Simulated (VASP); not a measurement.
Input of a VASP 6.6.1 run:

The input INCAR:

```
PREC = Accurate ; ENCUT = 520
EDIFF = 1E-7 ; ISMEAR = 0
SIGMA = 0.15 ; LREAL = False
LASPH = True ; NELM = 100
ALGO = Normal ; ISIF = 2
LWAVE = False ; LCHARG = False
GGA = CA ; NBANDS = 16
```

File KPOINTS:

```
Automatic mesh
0
Gamma
  15 15 12
```

File POSCAR:

```
ZrB2
1.0
    3.1952000000      0.0000000000      0.0000000000
   -1.5976000000      2.7671243702      0.0000000000
    0.0000000000      0.0000000000      3.6052000000
Zr B
1 2
Direct
    0.0000000000      0.0000000000      0.0000000000
    0.3333333333      0.6666666667      0.5000000000
    0.6666666667      0.3333333333      0.5000000000
```

Potentials or basis: VASP PAW LDA potentials, release 64 (Zr_sv, B).

Run with:

```console
$ cat potpaw_LDA.64/Zr_sv/POTCAR potpaw_LDA.64/B/POTCAR > POTCAR
$ mpirun -np 1 vasp_std > vasp.out
```

(1) Predict the band gap on the k mesh.

(2) Predict the pressure.

Results:

(1) zero (band 9 reaches 10.75 eV, above the bottom of band 10 at 9.82 eV).

(2) -15.8 GPa.
